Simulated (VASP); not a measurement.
**C: single point with PBEsol**

The system is C.

```xyz
8
Lattice="3.8178 0.0000 0.0000 0.0000 3.8178 0.0000 0.0000 0.0000 3.8178" Properties=species:S:1:pos:R:3 pbc="T T T"
C     0.0000    0.0000    0.0000
C     1.9089    1.9089    1.9089
C     0.9545    3.8178    1.9089
C     2.8634    0.0000    1.9089
C     1.9089    0.9545    0.0000
C     1.9089    2.8634    3.8178
C     3.8178    1.9089    0.9545
C     3.8178    1.9089    2.8634
```

| Item | Value |
| --- | --- |
| Program | VASP 6.6.1 |
| Task | single point |
| Functional | PBEsol |
| Potentials or basis | VASP PAW PBE potentials, release 64 (C) |
| Cutoff | 520 eV |
| k mesh | 7 × 7 × 7 |
| Occupations | fermi-dirac, width 0.1 eV |
| Spin | no spin polarisation |
| Dipole correction | no |
| Further INCAR settings | ALGO = Normal; EDIFF = 1e-06; NBANDS = 26 |

The pressure is 0.3 GPa and the band gap on the k mesh is zero (bands 16 and 17 overlap by 2.38 eV).

Levels at points of the mesh, in eV from the Fermi level:
| k point | band 12 | band 13 | band 14 | band 15 | band 16 | band 17 | band 18 | band 19 | band 20 | band 21 |
| --- | --- | --- | --- | --- | --- | --- | --- | --- | --- | --- |
| (0.00, 0.00, 0.00) | -3.50 | -3.50 | -2.90 | -2.90 | -2.90 | -1.20 | -1.20 | -1.20 | -0.46 | 2.95 |

Wall time 32 s on 1 thread of Intel Xeon 8259CL, with other jobs on the host, peak memory 0.16 GiB.

Caveat: the PAW data sets were made with another functional, which shifts forces and pressure a little.
